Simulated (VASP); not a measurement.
# Ca11Mg5O16 (P1) in VASP: single point with HSE06

Aim: the single point of Ca11Mg5O16 with HSE06.

All numbers are computed with VASP 6.6.1; they aren't measurements. Logs are shortened: lines on timing, memory, paths and dates and some standing lists are left out, and cuts for length are marked.

**1. The cell of the first run**

The typed cell holds 64 atoms: a = 9.226 Å, b = 9.226 Å, c = 9.226 Å, α = 90.00°, β = 90.00°, γ = 90.00°.

**2. Single point, HSE06**

POSCAR reads:

```
Ca11Mg5O16
1.0
    9.2260110000      0.0000000000      0.0000000000
    0.0000000000      9.2260110000      0.0000000000
    0.0000000000      0.0000000000      9.2260110000
O Ca Mg
32 22 10
Direct
    0.2615870000      0.0110600000      0.9997940000
    0.2498310000      0.0016710000      0.4997380000
    0.2493730000      0.4889980000      0.0111310000
    0.2397600000      0.4984710000      0.4864850000
    0.7389840000      0.0022590000      0.9918570000
    0.7494490000      0.0007120000      0.5078840000
    0.7564170000      0.4979720000      0.0110280000
    0.7608720000      0.4994990000      0.4887410000
    0.0104780000      0.2613150000      0.9890040000
    0.0011900000      0.2632620000      0.5125470000
    0.0018330000      0.7382440000      0.9982120000
    0.0002080000      0.7362590000      0.5012660000
    0.4902090000      0.2544430000      0.9889470000
    0.4985580000      0.2517140000      0.5130520000
    0.4987920000      0.7329310000      0.9976810000
    0.4999810000      0.7487680000      0.5010800000
    0.9989570000      0.0014460000      0.2483270000
    0.9899100000      0.0139990000      0.7518590000
    0.0004870000      0.4978850000      0.2455330000
    0.9993220000      0.4882570000      0.7560660000
    0.5012370000      0.0022240000      0.2349310000
    0.5098240000      0.0139270000      0.7635790000
    0.5015520000      0.4976190000      0.2373940000
    0.5013720000      0.4871730000      0.7618230000
    0.2499960000      0.2612440000      0.2399160000
    0.2499490000      0.2509620000      0.7608160000
    0.2501510000      0.7372040000      0.2478420000
    0.2501700000      0.7501370000      0.7507260000
    0.7503710000      0.2594340000      0.2491380000
    0.7499710000      0.2425120000      0.7522180000
    0.7502810000      0.7394570000      0.2493280000
    0.7500810000      0.7573800000      0.7502840000
    0.0002480000      0.0054710000      0.9959370000
    0.9976480000      0.0033450000      0.5045660000
    0.5019410000      0.0025450000      0.5060360000
    0.5004430000      0.4981980000      0.4964830000
    0.2480210000      0.2542960000      0.5027280000
    0.2522280000      0.7438000000      0.0011850000
    0.2481660000      0.7455420000      0.4973520000
    0.7490460000      0.2534730000      0.9974940000
    0.7520280000      0.2525030000      0.5041810000
    0.7478760000      0.7464810000      0.9998060000
    0.7519420000      0.7474470000      0.4997790000
    0.2525540000      0.0027160000      0.2454930000
    0.2523770000      0.0063650000      0.7541590000
    0.2480400000      0.4946980000      0.7551890000
    0.7477310000      0.9999550000      0.2468130000
    0.7522890000      0.4950550000      0.7538620000
    0.0018460000      0.2565790000      0.2471710000
    0.0001770000      0.7418820000      0.2488290000
    0.9982930000      0.7462330000      0.7504110000
    0.4982880000      0.2547860000      0.2430580000
    0.5002270000      0.7444140000      0.2442350000
    0.5021600000      0.7513000000      0.7545750000
    0.0021450000      0.4944720000      0.0022440000
    0.9998110000      0.4972190000      0.4942490000
    0.4994220000      0.0177830000      0.9945260000
    0.4941200000      0.4953310000      0.0024840000
    0.2513170000      0.2574380000      0.9970890000
    0.2451210000      0.4962680000      0.2435620000
    0.7471370000      0.0087090000      0.7551270000
    0.7546100000      0.4990690000      0.2450720000
    0.0008450000      0.2551560000      0.7539900000
    0.4995860000      0.2515090000      0.7578090000
```

INCAR.step1 reads:

```
SYSTEM = Ca11Mg5O16
ALGO = Normal
EDIFF = 1E-5
ENCUT = 520
GGA = PE
ISIF = 2
ISMEAR = -1
LASPH = .True.
LCHARG = .False.
LREAL = Auto
LUSENCCL = .False.
LWAVE = .True.
NBANDS = 254
NELM = 100
PREC = Accurate
SIGMA = 0.05
```

INCAR.step2 reads:

```
SYSTEM = Ca11Mg5O16
ALGO = Normal
EDIFF = 1E-6
ENCUT = 520
GGA = PE
HFSCREEN = 0.2079
ISIF = 2
ISMEAR = -1
ISTART = 1
LASPH = .True.
LCHARG = .False.
LHFCALC = .True.
LREAL = Auto
LUSENCCL = .False.
LWAVE = .False.
NBANDS = 254
NELM = 100
PREC = Accurate
PRECFOCK = Fast
SIGMA = 0.05
```

KPOINTS reads:

```
k-points
0
Gamma
  1 1 1
  0 0 0
```

Potentials or basis: VASP PAW PBE potentials, release 64 (O, Ca_sv, Mg).

On the command line:

```console
$ cat potpaw_PBE.64/O/POTCAR potpaw_PBE.64/Ca_sv/POTCAR potpaw_PBE.64/Mg/POTCAR > POTCAR
$ cp INCAR.step1 INCAR
$ mpirun -np 1 vasp_gam > vasp.out
$ cp INCAR.step2 INCAR
$ mpirun -np 1 vasp_gam > vasp.out
```

OUTCAR:

```text
SYSTEM = Ca11Mg5O16
   EDIFF = 1E-6
   ENCUT = 520
   GGA = PE
   HFSCREEN = 0.2079
   ISIF = 2
   ISMEAR = -1
   ISTART = 1
   LASPH = .True.
   LHFCALC = .True.
   LREAL = Auto
   NELM = 100
   PREC = Accurate
   PRECFOCK = Fast

 ion  position               nearest neighbor table
   1  0.262  0.011  1.000-  57 2.20  45 2.27  44 2.27  59 2.28  33 2.41  38 2.47
   2  0.250  0.002  0.500-  35 2.33  34 2.33  37 2.33  44 2.35  45 2.35  39 2.36
   3  0.249  0.489  0.011-  59 2.14  60 2.15  58 2.26  55 2.28  38 2.35  46 2.36
   4  0.240  0.498  0.486-  56 2.21  60 2.24  37 2.26  39 2.28  36 2.41  46 2.48
   5  0.739  0.002  0.992-  61 2.19  57 2.21  40 2.32  47 2.35  42 2.36  33 2.41
   6  0.749  0.001  0.508-  61 2.28  35 2.28  34 2.29  41 2.32  43 2.34  47 2.41
[... 32 lines left out ...]
  36  0.500  0.498  0.496-  14 2.28  16 2.31  23 2.39   8 2.40   4 2.41  24 2.45  62 3.30  64 3.32
                            60 3.32
  37  0.248  0.254  0.503-   4 2.26  10 2.28  14 2.31   2 2.33  26 2.38  25 2.43  56 3.21  63 3.25
                            60 3.27  64 3.31
  38  0.252  0.744  0.001-  27 2.28  15 2.28  11 2.31  28 2.31   3 2.35   1 2.47  60 3.20  58 3.20
                            55 3.26  57 3.41
  39  0.248  0.746  0.497-   4 2.28  12 2.29  27 2.30  16 2.32  28 2.34   2 2.36  56 3.24  60 3.28

  40  0.749  0.253  0.997-   7 2.26  30 2.27   5 2.32  29 2.32  13 2.39   9 2.41  48 3.17  57 3.17
                            61 3.18  64 3.19  62 3.22  55 3.22  63 3.23  58 3.24
  41  0.752  0.253  0.504-   8 2.28  30 2.29  10 2.30   6 2.32  14 2.34  29 2.35  56 3.21  61 3.23
                            63 3.25  62 3.30  64 3.30
  42  0.748  0.746  1.000-   7 2.30  15 2.30  31 2.30  32 2.30  11 2.34   5 2.36  62 3.21  58 3.29
                            55 3.30  61 3.31  57 3.39
  43  0.752  0.747  0.500-   8 2.29  12 2.29  31 2.31  32 2.31  16 2.32   6 2.34  56 3.25  62 3.28
                            61 3.37
  44  0.253  0.003  0.245-   1 2.27  21 2.30  17 2.34   2 2.35  25 2.39  27 2.45  57 3.25  59 3.28

  45  0.252  0.006  0.754-  26 2.26   1 2.27   2 2.35  28 2.36  22 2.38  18 2.42  57 3.18  64 3.21
                            59 3.22  63 3.26
  46  0.248  0.495  0.755-  26 2.25  20 2.30  24 2.34  28 2.36   3 2.36   4 2.48  59 3.13  63 3.18
                            55 3.22  58 3.22  64 3.23  56 3.32
  47  0.748  1.000  0.247-  21 2.28  17 2.32   5 2.35  29 2.39  31 2.40   6 2.41  57 3.27
  48  0.752  0.495  0.754-  20 2.28  24 2.32  30 2.33   7 2.37  32 2.42   8 2.45  40 3.17  63 3.19
                            64 3.24  55 3.25  58 3.31  56 3.31
  49  0.002  0.257  0.247-  19 2.23  25 2.29  29 2.32  17 2.35   9 2.38  10 2.45  55 3.15  60 3.15
                            56 3.18  62 3.20  59 3.26
  50  0.000  0.742  0.249-  19 2.25  31 2.31  27 2.31  11 2.31  12 2.33  17 2.39  62 3.19  56 3.20
                            60 3.20  55 3.22
  51  0.998  0.746  0.750-  11 2.29  32 2.29  12 2.30  28 2.32  20 2.38  18 2.47  55 3.29  56 3.30
                            61 3.35
  52  0.498  0.255  0.243-  23 2.24  25 2.29  29 2.33  21 2.33  13 2.35  14 2.49  58 3.14  57 3.17
                            59 3.22  60 3.23  62 3.27
  53  0.500  0.744  0.244-  15 2.28  23 2.28  31 2.31  27 2.31  16 2.37  21 2.38  58 3.20  62 3.26
                            60 3.28  57 3.42
  54  0.502  0.751  0.755-  15 2.25  32 2.29  28 2.33  16 2.34  22 2.43  24 2.44  61 3.28  58 3.29
                            57 3.31
  55  0.002  0.494  0.002-   9 2.16  19 2.24  11 2.25   7 2.27  20 2.27   3 2.28  49 3.15  60 3.16
                            59 3.17  63 3.18  62 3.20  46 3.22  50 3.22  40 3.22  48 3.25  38 3.26
  56  1.000  0.497  0.494-  10 2.17   8 2.21  12 2.21   4 2.21  19 2.29  20 2.42  49 3.18  50 3.20
                            37 3.21  41 3.21  62 3.23  60 3.24  39 3.24  43 3.25  63 3.28  51 3.30
  57  0.499  0.018  0.995-  22 2.13  13 2.19   1 2.20   5 2.21  21 2.22  15 2.63  64 3.07  40 3.17
                            52 3.17  61 3.18  45 3.18  59 3.18  44 3.25  47 3.27  54 3.31  42 3.39
  58  0.494  0.495  0.002-  23 2.17  15 2.19  24 2.22  13 2.23   3 2.26   7 2.42  59 3.14  52 3.14
                            64 3.19  60 3.20  38 3.20  53 3.20  46 3.22  40 3.24  62 3.28  54 3.29
  59  0.251  0.257  0.997-   3 2.14  26 2.18  13 2.21   9 2.22  25 2.24   1 2.28  46 3.13  58 3.14
                            60 3.17  55 3.17  64 3.18  57 3.18  52 3.22  63 3.22  45 3.22  49 3.26
  60  0.245  0.496  0.244-   3 2.15  25 2.17  27 2.22   4 2.24  19 2.26  23 2.37  49 3.15  55 3.16
                            59 3.17  38 3.20  58 3.20  50 3.20  52 3.23  56 3.24  37 3.27  39 3.28
  61  0.747  0.009  0.755-  30 2.16   5 2.19  22 2.19  18 2.24   6 2.28  32 2.32  40 3.18  57 3.18
                            64 3.20  33 3.22  35 3.23  41 3.23  63 3.26  34 3.27  54 3.28  42 3.31
  62  0.755  0.499  0.245-   7 2.16  29 2.21  31 2.22   8 2.25  19 2.27  23 2.34  50 3.19  49 3.20
                            55 3.20  42 3.21  40 3.22  56 3.23  53 3.26  52 3.27  43 3.28  58 3.28
  63  0.001  0.255  0.754-  20 2.15   9 2.17  18 2.23  10 2.23  26 2.30  30 2.32  46 3.18  55 3.18
                            48 3.19  33 3.21  59 3.22  40 3.23  37 3.25  41 3.25  61 3.26  45 3.26
  64  0.500  0.252  0.758-  13 2.13  24 2.17  22 2.19  14 2.26  26 2.30  30 2.31  57 3.07  59 3.18
[... 236 lines left out ...]
   NELM   =    100;   NELMIN=  2; NELMDL=  0     # of ELM steps
   EDIFF  = 0.1E-05   stopping-criterion for ELM
   LREAL  =      T    real-space projection
   EDIFFG = 0.1E-04   stopping-criterion for IOM
   NSW    =      0    number of steps for IOM
   IBRION =     -1    ionic relax: 0-MD 1-quasi-New 2-CG
   NFREE  =      0    steps in history (QN), initial steepest desc. (CG)
   ISIF   =      2    stress and relaxation
   ISYM   =      3    0-nonsym 1-usesym 2-fastsym
   POTIM  = 0.5000    time-step for ionic-motion
   TEBEG  =    0.0;   TEEND  =   0.0 temperature during run
   PSTRESS=    0.0 pullay stress
   NELECT =     432.0000    total number of electrons
   NUPDOWN=      -1.0000    fix difference up-down
   EMIN   =  10.00;   EMAX   =-10.00  energy-range for DOS
   EFERMI =   0.00;   METHOD = LEGACY
   ISMEAR =    -1;   SIGMA  =   0.05  broadening in eV -4-tet -1-fermi 0-gaus
   EFERMI_NEDOS =   21; number of points for ismear=-14 and -15
   IALGO  =     38    algorithm
   IMIX   =      1    mixing-type and parameters
     AMIX     =   0.40;   BMIX     =  1.00
     AMIX_MAG =   1.60;   BMIX_MAG =  1.00
  volume/ion in A,a.u.               =      12.27        82.81
  Fermi-wavevector in a.u.,A,eV,Ry     =   1.341391  2.534862 24.481375  1.799330
  Thomas-Fermi vector in A             =   2.469628
   LORBIT       =      0    0 simple, 1 ext, 2 COOP (PROOUT), +10 PAW based schemes
   GGA     = PE    functional components
   LHFCALC =     T    Hartree Fock is set to
   PRECFOCK=fast      Normal, Fast or Accurate (Low or Medium for compatibility)
   ENCUT4O =  -1.0   cutoff for four orbital integrals eV
   NKREDX  =     1    reduce k-point grid by
   NKREDY  =     1    reduce k-point grid by
   NKREDZ  =     1    reduce k-point grid by
   AEXX    =    0.2500 exact exchange contribution
   HFSCREEN=    0.2079 screening length (either q_TF or 0.3 A-1)
   HFSCREENC=   0.2079 screening length for correlation (either q_TF or 0.3 A-1)
   ENCUTFOCK=  -1.0 apply spherical cutoff to Coloumb kernel
   IVDW    =     0    specifies the selected vdW correction
   LEPSILON=     F    determine dielectric tensor
   LRPA    =     F    only Hartree local field effects (RPA)
 non-spin polarized calculation
  energy-cutoff  :      520.00
  volume of cell :      785.31
 maximum number of plane-waves:     10624
 NGX is ok and might be reduce to    70
  NGX = 36; NGY = 36; NGZ = 36

 number of electron     431.9999997 magnetization

 Free energy of the ion-electron system (eV)
  ---------------------------------------------------
  ext. energy  EPLUGINS =         0.00000000
  ---------------------------------------------------
  free energy    TOTEN  =      -461.91002579 eV

  energy without entropy =     -461.91002579  energy(sigma->0) =     -461.91002579

 E-fermi :   2.8534     XC(G=0):  -8.7980

 val. band max:        1.5599914192   @ k =   0.0000   0.0000   0.0000
 cond. band min:       7.3447281349   @ k =   0.0000   0.0000   0.0000
 fundamental gap:      5.7847367157
 Fermi energy:         2.8534389863

 k-point     1 :       0.0000    0.0000    0.0000
  band No.  band energies     occupation
      1     -38.6076      2.00000
      2     -38.5864      2.00000
      3     -38.4921      2.00000
      4     -38.4354      2.00000
      5     -38.4162      2.00000
      6     -38.4087      2.00000
[... 220 lines left out ...]
    227       9.3154      0.00000
    228       9.6110      0.00000
 [bands above 228 left out]

------------------------ aborting loop because EDIFF is reached ----------------------------------------

  FORCE on cell =-STRESS in cart. coord.  units (eV):
  Direction    XX          YY          ZZ          XY          YZ          ZX
  --------------------------------------------------------------------------------------
  -------------------------------------------------------------------------------------
  Total       20.6449874     15.8035506     15.0928883      0.3688926     -0.7149409      0.5119634
  in kB       42.1195091     32.2421022     30.7922225      0.7526076     -1.4586088      1.0444980
  external PRESSURE =      35.0512779 kB  Pullay stress =       0.0000000 kB

 VOLUME and BASIS-vectors are now :
 -----------------------------------------------------------------------------
  energy-cutoff  :      520.00
  volume of cell :      785.31
      direct lattice vectors                 reciprocal lattice vectors
     9.226011000  0.000000000  0.000000000     0.108389205  0.000000000  0.000000000
     0.000000000  9.226011000  0.000000000     0.000000000  0.108389205  0.000000000
     0.000000000  0.000000000  9.226011000     0.000000000  0.000000000  0.108389205

 POSITION                                       TOTAL-FORCE (eV/Angst)
 -----------------------------------------------------------------------------------
      2.41340      0.10204      9.22411         0.117721      0.074437      0.011536
      2.30494      0.01542      4.61059        -0.003485     -0.036129     -0.094539
      2.30072      4.51150      0.10269        -0.000074     -0.096928      0.093339
      2.21203      4.59890      4.48832        -0.108011      0.018572     -0.137488
      6.81787      0.02084      9.15088        -0.097988     -0.025558     -0.078921
      6.91442      0.00657      4.68574         0.001987     -0.029887      0.028741
[... 56 lines left out ...]
      0.00780      2.35407      6.95632         0.004163      0.025329      0.021784
      4.60919      2.32042      6.99155        -0.002000      0.000945      0.043995
 -----------------------------------------------------------------------------------
    total drift:                               -0.010845     -0.002499      0.001291

  FREE ENERGIE OF THE ION-ELECTRON SYSTEM (eV)
  ---------------------------------------------------
  free  energy   TOTEN  =      -461.9100257923 eV

  energy  without entropy=     -461.9100257923  energy(sigma->0) =     -461.91002579
```

It took 9.9 min on 1 × NVIDIA H100 80GB with 1 thread of AMD EPYC 7R13 (Zen 3), shared host; peak memory 1.6 GiB.

What came out:

```yaml
Free_energy: -461.9100 eV
Pressure: 3.5 GPa
Largest_force: 0.187 eV/Å
Band_gap_on_the_k_mesh: 5.78 eV
```

Forces on the atoms (eV/Å):
```
O    0.118  0.074  0.012
O   -0.003 -0.036 -0.095
O    0.000 -0.097  0.093
O   -0.108  0.019 -0.137
O   -0.098 -0.026 -0.079
O    0.002 -0.030  0.029
O    0.037  0.009  0.146
O    0.113  0.012 -0.128
O    0.087  0.069 -0.080
O   -0.002  0.113  0.131
O    0.017 -0.145 -0.021
O    0.024 -0.140  0.025
O   -0.080 -0.020 -0.095
O   -0.018 -0.007  0.186
O   -0.013 -0.184 -0.030
O   -0.041 -0.046  0.061
O   -0.032  0.001 -0.011
O   -0.121  0.101 -0.016
O   -0.008  0.009 -0.006
O    0.007 -0.124  0.028
O    0.016 -0.011 -0.160
O    0.086  0.074  0.097
O    0.024  0.003 -0.111
O   -0.004 -0.127  0.096
O    0.001  0.084 -0.073
O    0.002 -0.015  0.088
O   -0.002 -0.077  0.034
O   -0.002  0.064 -0.056
O   -0.002  0.071  0.034
O   -0.012 -0.152 -0.016
O    0.004 -0.076  0.037
O    0.002  0.162 -0.033
Ca   0.034  0.001 -0.024
Ca   0.021 -0.003  0.045
Ca   0.031  0.022  0.012
Ca   0.016  0.001 -0.068
Ca   0.013 -0.002  0.013
Ca   0.017  0.043  0.036
Ca   0.011  0.007  0.018
Ca  -0.014  0.030 -0.055
Ca  -0.004  0.001 -0.004
Ca  -0.022  0.049 -0.004
Ca  -0.008  0.009  0.010
Ca  -0.015 -0.011  0.025
Ca  -0.008  0.012  0.015
Ca  -0.008  0.020 -0.011
Ca  -0.006 -0.015  0.032
Ca   0.005  0.021 -0.022
Ca   0.019  0.030  0.002
Ca  -0.007  0.012  0.003
Ca  -0.029 -0.005  0.006
Ca  -0.027 -0.004  0.004
Ca  -0.002  0.067  0.009
Ca   0.029  0.055  0.032
Mg   0.001 -0.035  0.016
Mg  -0.002 -0.015 -0.025
Mg  -0.009  0.070 -0.035
Mg  -0.028  0.001  0.021
Mg   0.009  0.042 -0.022
Mg  -0.023 -0.019 -0.037
Mg  -0.008  0.040  0.024
Mg   0.020 -0.005 -0.032
Mg   0.004  0.025  0.022
Mg  -0.002  0.001  0.044
```

Caveat: the k points lie up to 0.68 Å⁻¹ apart; the PAW data sets were made with another functional, which shifts forces and pressure a little. A k mesh can miss the band edges.
